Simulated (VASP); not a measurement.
BN: single point with HSE06

Crystal: BN.

```
B N
1.0
     2.60112    0.00000    0.00000
    -1.30056    2.25264    0.00000
     0.00000    0.00000    7.16955
B N
2 2
Direct
  0.33333 0.66667 0.25000
  0.66667 0.33333 0.75000
  0.66667 0.33333 0.25000
  0.33333 0.66667 0.75000
```

This cell differs from its parent crystal: strain +4.0%.

```
Program                            : VASP 6.6.1
Task                               : single point
Functional                         : HSE06
Potentials or basis                : VASP PAW PBE potentials, release 64 (B, N)
Cutoff                             : 520 eV
k mesh                             : 9 × 9 × 4
Occupations                        : gaussian, width 0.01 eV
Spin                               : no spin polarisation
Dipole correction                  : no
Grid for exact exchange (PRECFOCK) : Normal
Further INCAR settings             : ALGO = Normal; EDIFF = 1e-06; NBANDS = 16
Screening parameter                : 0.2079 1/Å
```

* Pressure: -23.9 GPa
* Band gap on the k mesh: 5.58 eV, indirect (least direct gap 5.76 eV)

Stress tensor (GPa, compression positive):
```
-36.09   0.00   0.00
  0.00 -36.09   0.00
  0.00   0.00   0.50
```

Levels at points of the mesh, in eV from the valence-band top:
| k point | band 6 | band 7 | band 8 | band 9 | band 10 | band 11 |
| --- | --- | --- | --- | --- | --- | --- |
| (0.00, 0.00, 0.00) | -1.65 | -1.63 | -1.63 | 5.97 | 10.73 | 11.76 |
| (0.00, 0.00, 0.50) | -1.64 | -1.64 | -1.64 | 7.97 | 7.97 | 12.41 |

Run time: 76 min on 1 thread of Intel(R) Xeon(R) Platinum 8259CL CPU @ 2.50GHz (Skylake/Cascade Lake), with other jobs on the host, peak memory 0.29 GiB.

Caveat: the cell differs from its parent crystal (strain +4.0%); the PAW data sets were made with another functional, which shifts forces and pressure a little; this functional lacks dispersion, which binds the layers, so the pressure and a relaxed spacing across them are unreliable. A k mesh can miss the band edges.
